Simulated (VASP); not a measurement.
AlN: single point with r2SCAN

AlN:

```
Al N
1.0
     2.96690    0.00000    0.00000
    -1.48345    2.56941    0.00000
     0.00000    0.00000    5.09083
Al N
2 2
Cartesian
  1.4834 0.8565 2.5720
  0.0000 1.7129 5.1174
  1.4834 0.8565 4.4534
  0.0000 1.7129 1.9079
```

- Program: VASP 6.6.1
- Task: single point
- Functional: r2SCAN
- Potentials or basis: VASP PAW PBE potentials, release 64 (Al, N)
- Cutoff: 520 eV
- k mesh: 12 × 12 × 6
- Occupations: gaussian, width 0.02 eV
- Spin: no spin polarisation
- Dipole correction: no
- Further INCAR settings: ALGO = Normal; EDIFF = 1e-06; NBANDS = 16

```
Pressure               : 17.2 GPa
Largest force          : 0.007 eV/Å
Band gap on the k mesh : 5.30 eV, indirect (least direct gap 5.38 eV)
```

Forces on the atoms (eV/Å):
```
Al   0.000  0.000  0.007
Al   0.000  0.000  0.007
N    0.000  0.000 -0.007
N    0.000  0.000 -0.007
```

Stress tensor (GPa, compression positive):
```
26.07  0.00  0.00
 0.00 26.07  0.00
 0.00  0.00 -0.51
```

Levels at points of the mesh, in eV from the valence-band top:
```tsv
k point	band 4	band 5	band 6	band 7	band 8	band 9	band 10	band 11	band 12	band 13
(0.00, 0.00, 0.00)	-0.49	-0.49	-0.49	0.00	0.00	5.38	8.89	11.71	13.32	13.32
(0.50, 0.00, 0.00)	-4.58	-3.61	-2.01	-1.84	-0.65	6.02	7.13	9.75	11.49	12.35
(0.00, 0.00, 0.50)	-3.92	-0.25	-0.25	-0.25	-0.25	8.09	8.09	11.60	11.60	13.63
(0.50, 0.00, 0.50)	-5.88	-1.74	-1.74	-1.30	-1.30	5.92	5.92	10.62	10.62	13.50
```

Run time: 110 s on 1 thread of Intel(R) Xeon(R) Platinum 8488C (Sapphire Rapids), on a shared host, peak memory 0.18 GiB.

Caveat: the PAW data sets were made with another functional, which shifts forces and pressure a little. A k mesh can miss the band edges.
